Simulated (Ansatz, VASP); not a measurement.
One calculation of In3As, two programs

INCAR

```
  PREC = Accurate
  ENCUT = 520
  EDIFF = 1E-7
  ISMEAR = 0
  SIGMA = 0.15
  LREAL = False
  LASPH = True
  NELM = 80
  ALGO = Fast
  ISIF = 2
  LWAVE = False
  LCHARG = False
  GGA = PE
  IVDW = 12
  NBANDS = 30
```

Contents of KPOINTS:

```
Automatic mesh
0
Gamma
  10 10 10
```

File POSCAR:

```
In3As
1.0
    4.6021353856      0.0000000000      0.0000000000
    0.0000000000      4.6021353856      0.0000000000
    0.0000000000      0.0000000000      4.6021353856
In As
3 1
Direct
    0.0000000000      0.5000000000      0.5000000000
    0.5000000000      0.0000000000      0.5000000000
    0.5000000000      0.5000000000      0.0000000000
    0.0000000000      0.0000000000      0.0814839131
```

Input for Ansatz:

```yaml
crystal:
  lattice:
    - [4.6021353856, 0.0, 0.0]
    - [0.0, 4.6021353856, 0.0]
    - [0.0, 0.0, 4.6021353856]
  atoms:
    - { symbol: In, position: [0.0, 0.5, 0.5] }
    - { symbol: In, position: [0.5, 0.0, 0.5] }
    - { symbol: In, position: [0.5, 0.5, 0.0] }
    - { symbol: As, position: [0.0, 0.0, 0.0814839131] }
basis:
  ecutwfc: 420
kpoints:
  mp_grid: { grid: [10, 10, 10] }
hamiltonian:
  xc: pbe
  dispersion: d3bj
scf:
  occupations: { method: gaussian, width: 0.15 }
output:
  forces: true
  stress: true
  eigenvalues: true
```

Alike in both runs: task single point; functional PBE; dispersion D3(BJ); k mesh 10 × 10 × 10; occupations gaussian, width 0.15 eV; no spin polarisation.

```csv
,VASP,Ansatz
version,VASP 6.6.1,Ansatz 0.2.0
potentials or method,"VASP PAW PBE potentials, release 64 (In_d, As), cutoff 520 eV","scalar-relativistic, plane waves, PAW"
valence electrons in the cell,44,54
```

```tsv
	VASP	Ansatz	Ansatz less VASP
gap on the k mesh at the Fermi level (eV)	none	none	-
pressure (GPa)	0.7	0.7	0.00
traceless stress, the component that is largest in VASP (GPa)	0.11	0.11	+0.001
rms of the force components (eV/Å)	0.142	0.140	-0.0015
```

Atom by atom the forces differ by 0.003 eV/Å (rms over components). A gap of «none» marks a metal or a gap that the smearing closes. VASP's potentials hold 44 valence electrons a cell and Ansatz's 54, so a difference there can come from the potentials and not from the codes.
